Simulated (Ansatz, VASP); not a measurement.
**Al in VASP and in Ansatz**

```
Al
1.0
     2.88277    0.00000    0.00000
    -1.44138    2.49655    0.00000
     0.00000    0.00000    4.98852
Al
2
Cartesian
  1.4414 0.8322 3.7414
  0.0000 1.6644 1.2471
```

Change from the starting cell: strain +0.025 along x and y, +0.025 along z, atoms carried along.

Alike in both runs: task single point; functional r2SCAN; k mesh 18 × 18 × 10; occupations gaussian, width 0.15 eV; no spin polarisation.

|  | VASP | Ansatz |
| --- | --- | --- |
| version | VASP 6.6.1 | Ansatz 0.2.0 |
| potentials or method | VASP PAW PBE potentials, release 64 (Al), cutoff 520 eV | scalar-relativistic, plane waves, PAW |
| valence electrons in the cell | 6 | 6 |

VASP gave:

```
gap on the k mesh at the Fermi level (eV)                     : none
pressure (GPa)                                                : -7.8
traceless stress, the component that is largest in VASP (GPa) : -0.79
```

What did Ansatz give for the same quantities?

gap on the k mesh at the Fermi level (eV): none; pressure (GPa): -7.6; traceless stress, the component that is largest in VASP (GPa): -0.80.

VASP's potentials were made for PBE, not for r2SCAN. A gap of «none» marks a metal or a gap that the smearing closes. The functional is the same, so the differences come from potentials, cutoffs and numerics.
